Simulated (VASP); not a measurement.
# Hf3TiN4 (Pm-3m) in VASP: notebook

The runs below take Hf3TiN4 through single point, relaxation of cell and atoms, with PBE.

Program: VASP 6.6.1. These are calculated values, not measurements. Logs are shortened: lines on timing, memory, paths and dates and some standing lists are left out, and cuts for length are marked.

## Step 1: The cell of the first run

It takes space group Pm-3m (No. 221, cubic). The conventional cell has a = 4.490 Å, b = 4.490 Å, c = 4.490 Å, α = 90.00°, β = 90.00°, γ = 90.00°. Hf (site symmetry 4/mmm) has 6 N at 2.25 Å within 3.0 Å. Within 3.0 Å of Ti (site symmetry m-3m) lie 6 N at 2.25 Å. Within 3.0 Å of N (site symmetry 4/mmm) lie 4 Hf at 2.25 Å and 2 Ti at 2.25 Å. Within 3.0 Å of N (site symmetry m-3m) lie 6 Hf at 2.25 Å.

## Step 2: Single point, PBE

INCAR reads:

```
PREC = Accurate
ENCUT = 520
EDIFF = 1E-7
ISMEAR = 0
SIGMA = 0.1
LREAL = F
LASPH = T
NELM = 60
ALGO = Normal
ISIF = 2
LWAVE = F
LCHARG = F
GGA = PE
NBANDS = 41
```

KPOINTS reads:

```
regular mesh
0
Gamma
  8 8 8
```

POSCAR reads:

```
Hf3TiN4
1.0
    4.4904644290      0.0000000000      0.0000000000
    0.0000000000      4.4904644290      0.0000000000
    0.0000000000      0.0000000000      4.4904644290
Hf Ti N
3 1 4
Direct
    0.5000000000      0.0000000000      0.0000000000
    0.0000000000      0.0000000000      0.5000000000
    0.0000000000      0.5000000000      0.0000000000
    0.5000000000      0.5000000000      0.5000000000
    0.0000000000      0.5000000000      0.5000000000
    0.5000000000      0.5000000000      0.0000000000
    0.0000000000      0.0000000000      0.0000000000
    0.5000000000      0.0000000000      0.5000000000
```

Potentials or basis: VASP PAW PBE potentials, release 64 (Hf_pv, Ti_sv, N).

Started as:

```
$ cat potpaw_PBE.64/Hf_pv/POTCAR potpaw_PBE.64/Ti_sv/POTCAR potpaw_PBE.64/N/POTCAR > POTCAR
$ mpirun -np 1 vasp_std > vasp.out
```

OUTCAR:

```text
PREC = Accurate
   ENCUT = 520
   EDIFF = 1E-7
   ISMEAR = 0
   LREAL = F
   LASPH = T
   NELM = 60
   ISIF = 2
   GGA = PE

 ion  position               nearest neighbor table
   1  0.500  0.000  0.000-   6 2.25   7 2.25   8 2.25   8 2.25   6 2.25   7 2.25   2 3.18   4 3.18
                             2 3.18   3 3.18   4 3.18   3 3.18   4 3.18   2 3.18   3 3.18   4 3.18
   2  0.000  0.000  0.500-   5 2.25   7 2.25   8 2.25   7 2.25   5 2.25   8 2.25   1 3.18   3 3.18
                             1 3.18   3 3.18   4 3.18   3 3.18   3 3.18   1 3.18   4 3.18   4 3.18
   3  0.000  0.500  0.000-   5 2.25   6 2.25   7 2.25   5 2.25   7 2.25   6 2.25   2 3.18   4 3.18
                             1 3.18   1 3.18   2 3.18   2 3.18   2 3.18   1 3.18   4 3.18   4 3.18
   4  0.500  0.500  0.500-   5 2.25   6 2.25   8 2.25   6 2.25   8 2.25   5 2.25   1 3.18   3 3.18
                             1 3.18   1 3.18   2 3.18   2 3.18   1 3.18   2 3.18   3 3.18   3 3.18
   5  0.000  0.500  0.500-   2 2.25   3 2.25   4 2.25   3 2.25   2 2.25   4 2.25
   6  0.500  0.500  0.000-   1 2.25   3 2.25   4 2.25   4 2.25   1 2.25   3 2.25
   7  0.000  0.000  0.000-   1 2.25   2 2.25   3 2.25   2 2.25   3 2.25   1 2.25
   8  0.500  0.000  0.500-   1 2.25   2 2.25   4 2.25   1 2.25   4 2.25   2 2.25

  LATTYP: Found a simple cubic cell.
 ALAT       =     4.4904644290

  Lattice vectors:

 A1 = (   4.4904644290,   0.0000000000,   0.0000000000)
 A2 = (   0.0000000000,   4.4904644290,   0.0000000000)
 A3 = (   0.0000000000,   0.0000000000,   4.4904644290)

Analysis of symmetry for initial positions (statically):
=====================================================================
 Subroutine PRICEL returns:
 Original cell was already a primitive cell.

 Routine SETGRP: Setting up the symmetry group for a
 simple cubic supercell.

 Subroutine GETGRP returns: Found 48 space group operations
 (whereof 48 operations were pure point group operations)
 out of a pool of 48 trial point group operations.

The static configuration has the point symmetry O_h .

Analysis of symmetry for dynamics (positions and initial velocities):
=====================================================================
 Subroutine PRICEL returns:
 Original cell was already a primitive cell.

 Routine SETGRP: Setting up the symmetry group for a
 simple cubic supercell.

 Subroutine GETGRP returns: Found 48 space group operations
 (whereof 48 operations were pure point group operations)
 out of a pool of 48 trial point group operations.

The dynamic configuration has the point symmetry O_h .

[... 118 lines left out ...]
   POTIM  = 0.5000    time-step for ionic-motion
   TEBEG  =    0.0;   TEEND  =   0.0 temperature during run
   PSTRESS=    0.0 pullay stress
   NELECT =      62.0000    total number of electrons
   NUPDOWN=      -1.0000    fix difference up-down
   EMIN   =  10.00;   EMAX   =-10.00  energy-range for DOS
   EFERMI =   0.00;   METHOD = LEGACY
   ISMEAR =     0;   SIGMA  =   0.10  broadening in eV -4-tet -1-fermi 0-gaus
   EFERMI_NEDOS =   21; number of points for ismear=-14 and -15
   IALGO  =     38    algorithm
   IMIX   =      4    mixing-type and parameters
     AMIX     =   0.40;   BMIX     =  1.00
     AMIX_MAG =   1.60;   BMIX_MAG =  1.00
  volume/ion in A,a.u.               =      11.32        76.38
  Fermi-wavevector in a.u.,A,eV,Ry     =   1.442937  2.726756 28.328257  2.082068
  Thomas-Fermi vector in A             =   2.561401
   LORBIT       =      0    0 simple, 1 ext, 2 COOP (PROOUT), +10 PAW based schemes
   GGA     = PE    functional components
   LHFCALC =     F    Hartree Fock is set to
   AEXX    =    0.0000 exact exchange contribution
   IVDW    =     0    specifies the selected vdW correction
   LEPSILON=     F    determine dielectric tensor
   LRPA    =     F    only Hartree local field effects (RPA)
 non-spin polarized calculation
 Gauss-broadening in eV      SIGMA  =   0.10
  energy-cutoff  :      520.00
  volume of cell :       90.55
 maximum number of plane-waves:      2469
 NGX is ok and might be reduce to    36
   NGX = 17   NGY = 17   NGZ = 17

 number of electron      61.9999993 magnetization

 Free energy of the ion-electron system (eV)
  ---------------------------------------------------
  ext. energy  EPLUGINS =         0.00000000
  ---------------------------------------------------
  free energy    TOTEN  =       -84.79512768 eV

  energy without entropy =      -84.77564454  energy(sigma->0) =      -84.78538611

 E-fermi :   8.7039     XC(G=0): -12.6470

 val. band max:        8.6766940880   @ k =   0.1250   0.1250   0.1250
 cond. band min:       8.7293086003   @ k =   0.3750   0.2500   0.1250
 fundamental gap:      0.0526145123
 Fermi energy:         8.7038862342

 k-point     1 :       0.0000    0.0000    0.0000
  band No.  band energies     occupation
      1     -49.1914      2.00000
      2     -25.4902      2.00000
      3     -25.4902      2.00000
      4     -25.4902      2.00000
      5     -22.9954      2.00000
      6     -22.9954      2.00000
[... 1045 lines left out ...]
     40      12.0390      0.00000
     41      12.3936      0.00000

 [... further k-points ...]

------------------------ aborting loop because EDIFF is reached ----------------------------------------

  FORCE on cell =-STRESS in cart. coord.  units (eV):
  Direction    XX          YY          ZZ          XY          YZ          ZX
  --------------------------------------------------------------------------------------
  -------------------------------------------------------------------------------------
  Total       -1.0320319     -1.0320319     -1.0320319     -0.0000000      0.0000000      0.0000000
  in kB      -18.2612260    -18.2612260    -18.2612260     -0.0000000      0.0000000      0.0000000
  external PRESSURE =     -18.2612260 kB  Pullay stress =       0.0000000 kB

 VOLUME and BASIS-vectors are now :
 -----------------------------------------------------------------------------
  energy-cutoff  :      520.00
  volume of cell :       90.55
      direct lattice vectors                 reciprocal lattice vectors
     4.490464429  0.000000000  0.000000000     0.222694115  0.000000000  0.000000000
     0.000000000  4.490464429  0.000000000     0.000000000  0.222694115  0.000000000
     0.000000000  0.000000000  4.490464429     0.000000000  0.000000000  0.222694115

 POSITION                                       TOTAL-FORCE (eV/Angst)
 -----------------------------------------------------------------------------------
      2.24523      0.00000      0.00000         0.000000      0.000000      0.000000
      0.00000      0.00000      2.24523         0.000000      0.000000      0.000000
      0.00000      2.24523      0.00000         0.000000      0.000000      0.000000
      2.24523      2.24523      2.24523         0.000000      0.000000      0.000000
      0.00000      2.24523      2.24523         0.000000      0.000000      0.000000
      2.24523      2.24523      0.00000         0.000000      0.000000      0.000000
      0.00000      0.00000      0.00000         0.000000      0.000000      0.000000
      2.24523      0.00000      2.24523         0.000000      0.000000      0.000000
 -----------------------------------------------------------------------------------
    total drift:                                0.000000      0.000000      0.000000

  FREE ENERGIE OF THE ION-ELECTRON SYSTEM (eV)
  ---------------------------------------------------
  free  energy   TOTEN  =       -84.7951276763 eV

  energy  without entropy=      -84.7756445366  energy(sigma->0) =      -84.78538611
```

OSZICAR:

```text
N       E                     dE             d eps       ncg     rms          rms(c)
DAV:   1     0.505003612811E+03    0.50500E+03   -0.32494E+04  2870   0.162E+03
DAV:   2    -0.400025527017E+02   -0.54501E+03   -0.51728E+03  3307   0.446E+02
DAV:   3    -0.963759314319E+02   -0.56373E+02   -0.54271E+02  3956   0.120E+02
DAV:   4    -0.993471717184E+02   -0.29712E+01   -0.29397E+01  4171   0.252E+01
DAV:   5    -0.994402700327E+02   -0.93098E-01   -0.92984E-01  3891   0.364E+00    0.899E+01
DAV:   6    -0.867701469477E+02    0.12670E+02   -0.94081E+01  3930   0.534E+01    0.703E+01
DAV:   7    -0.877430920573E+02   -0.97295E+00   -0.46976E+01  4255   0.504E+01    0.559E+01
DAV:   8    -0.852159102063E+02    0.25272E+01   -0.10631E+01  3951   0.189E+01    0.165E+01
DAV:   9    -0.848374884492E+02    0.37842E+00   -0.30030E+00  4402   0.975E+00    0.336E+00
DAV:  10    -0.848004528633E+02    0.37036E-01   -0.62319E-01  4007   0.450E+00    0.164E+00
DAV:  11    -0.847997187003E+02    0.73416E-03   -0.70988E-02  3853   0.187E+00    0.560E-01
DAV:  12    -0.847951679225E+02    0.45508E-02   -0.20356E-02  3966   0.949E-01    0.149E-01
DAV:  13    -0.847951221145E+02    0.45808E-04   -0.70525E-04  3651   0.152E-01    0.598E-02
DAV:  14    -0.847951283659E+02   -0.62514E-05   -0.15650E-04  4409   0.744E-02    0.561E-02
DAV:  15    -0.847951282417E+02    0.12414E-06   -0.52566E-05  4009   0.368E-02    0.865E-03
DAV:  16    -0.847951276123E+02    0.62939E-06   -0.60494E-06  3835   0.116E-02    0.709E-03
DAV:  17    -0.847951276950E+02   -0.82678E-07   -0.14527E-06  3555   0.802E-03    0.299E-03
DAV:  18    -0.847951276763E+02    0.18741E-07   -0.30560E-07  2763   0.370E-03
   1 F= -.84795128E+02 E0= -.84785386E+02  d E =-.194831E-01
```

stdout:

```text
POSCAR found type information on POSCAR HfTiN
 POSCAR found :  3 types and       8 ions
 scaLAPACK will be used
 LDA part: xc-table for (Slater+PW92), standard interpolation
 POSCAR, INCAR and KPOINTS ok, starting setup
 FFT: planning ... GRIDC
 FFT: planning ... GRID_SOFT
 FFT: planning ... GRID
 WAVECAR not read
 entering main loop
```

It took 2.3 min on 1 thread of Intel Xeon Platinum 8488C (Sapphire Rapids), shared host; peak memory 0.27 GiB.

What came out:

* Free energy: -84.7951 eV
* Pressure: -1.8 GPa
* Band gap on the k mesh: zero (bands 31 and 32 overlap by 4.02 eV)

Caveat: spin-orbit coupling is left out, which moves the levels of the heavy elements.

## Step 3: Relaxation of cell and atoms, PBE

INCAR reads:

```
SYSTEM = Hf3TiN4
PREC = Accurate
ENCUT = 600
EDIFF = 1E-7
ISMEAR = 0
SIGMA = 0.1
LREAL = .False.
LASPH = .True.
NELM = 100
ALGO = Normal
ISIF = 3
LWAVE = .False.
LCHARG = .False.
GGA = PE
IBRION = 2
NSW = 100
EDIFFG = -0.01
```

KPOINTS reads:

```
regular mesh
0
Gamma
  8 8 8
  0 0 0
```

POSCAR is that of step 2.

Potentials or basis: VASP PAW PBE potentials, release 64 (Hf_pv, Ti_sv, N).

Started as:

```
$ cat potpaw_PBE.64/Hf_pv/POTCAR potpaw_PBE.64/Ti_sv/POTCAR potpaw_PBE.64/N/POTCAR > POTCAR
$ mpirun -np 1 vasp_std > vasp.out
```

Run time: 5.3 min. Hardware: 1 thread of Intel Xeon Platinum 8488C (Sapphire Rapids), shared host; peak memory 0.29 GiB.

Results (log left out):

```
Free energy                           : -84.8068 eV
Relaxed volume                        : 11.24 Å³/atom
Relaxed cell                          : a = 4.480 Å, b = 4.480 Å, c = 4.480 Å, α = 90.00°, β = 90.00°, γ = 90.00°
Space group after relaxing (to 0.1 Å) : Pm-3m (No. 221)
Energy gained by relaxing             : 0.5 meV/atom
Ionic steps                           : 3
Pressure after relaxing               : 0.0 GPa
Band gap on the k mesh                : zero (bands 31 and 32 overlap by 4.04 eV)
```

The path:
```tsv
step	energy change (eV)	largest force (eV/Å)	pressure (GPa)	volume (Å³)
1	0.0000	0.0000	-1.93	90.55
2	0.0078	0.0000	3.43	88.77
3	-0.0040	0.0000	0.00	89.89
```

Final structure:
```yaml
crystal:
  lattice:
    - [4.47954, 0.00000, 0.00000]
    - [0.00000, 4.47954, 0.00000]
    - [0.00000, 0.00000, 4.47954]
  atoms:
    - { symbol: Hf, position: [0.50000, 0.00000, 0.00000] }
    - { symbol: Hf, position: [0.00000, 0.00000, 0.50000] }
    - { symbol: Hf, position: [0.00000, 0.50000, 0.00000] }
    - { symbol: Ti, position: [0.50000, 0.50000, 0.50000] }
    - { symbol: N, position: [0.00000, 0.50000, 0.50000] }
    - { symbol: N, position: [0.50000, 0.50000, 0.00000] }
    - { symbol: N, position: [0.00000, 0.00000, 0.00000] }
    - { symbol: N, position: [0.50000, 0.00000, 0.50000] }
```

Levels at points of the mesh, in eV from the Fermi level:
| k point | band 27 | band 28 | band 29 | band 30 | band 31 | band 32 | band 33 | band 34 | band 35 | band 36 |
| --- | --- | --- | --- | --- | --- | --- | --- | --- | --- | --- |
| (0.00, 0.00, 0.00) | -3.28 | -3.28 | -3.28 | -2.68 | -2.68 | -2.68 | -0.38 | -0.38 | -0.38 | 1.02 |
| (0.50, 0.00, 0.00) | -3.57 | -3.55 | -3.55 | -2.30 | -2.03 | 0.61 | 0.61 | 1.21 | 1.51 | 1.51 |
| (0.50, 0.50, 0.00) | -4.96 | -4.84 | -4.84 | 0.75 | 0.75 | 1.36 | 1.77 | 2.03 | 2.19 | 2.19 |
| (0.50, 0.50, 0.50) | -5.97 | -5.28 | -5.28 | 1.37 | 1.37 | 1.37 | 3.68 | 3.68 | 3.68 | 3.70 |

Caveat: spin-orbit coupling is left out, which moves the levels of the heavy elements.
